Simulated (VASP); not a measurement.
A run of VASP 6.6.1:

Contents of INCAR:

```
PREC = Accurate
ENCUT = 520
EDIFF = 1E-6
ISMEAR = -1
SIGMA = 0.02
LREAL = F
LASPH = T
NELM = 80
ALGO = Normal
ISIF = 2
LWAVE = F
LCHARG = F
GGA = PE
NBANDS = 33
```

The input KPOINTS:

```
Automatic mesh
0
Gamma
  6 6 8
```

The input POSCAR:

```
HfSnO4
1.0
    3.4291203970     -3.4549732530      0.0000000000
    3.4291203970      3.4549732530      0.0000000000
    0.0000000000      0.0000000000      3.2277086730
Sn Hf O
1 1 4
Direct
    0.5000000000      0.5000000000      0.5000000000
    0.0000000000      0.0000000000      0.0000000000
    0.1943625678      0.1943625678      0.5000000000
    0.8056374322      0.8056374322      0.5000000000
    0.6943717291      0.3056282709      0.0000000000
    0.3056282709      0.6943717291      0.0000000000
```

Potentials or basis: VASP PAW PBE potentials, release 64 (Sn_d, Hf_pv, O).

Command:

```sh
$ cat potpaw_PBE.64/Sn_d/POTCAR potpaw_PBE.64/Hf_pv/POTCAR potpaw_PBE.64/O/POTCAR > POTCAR
$ mpirun -np 1 vasp_std > vasp.out
```

Hardware: 1 thread of AMD EPYC 9R14 (Zen 4), with other jobs on the host.

**Question.** How long does it take, and how much memory?

**Answer.** Wall time 88 s on 1 thread of AMD EPYC 9R14 (Zen 4), with other jobs on the host, peak memory 0.25 GiB. Counts: scf iterations 15, k points 65.
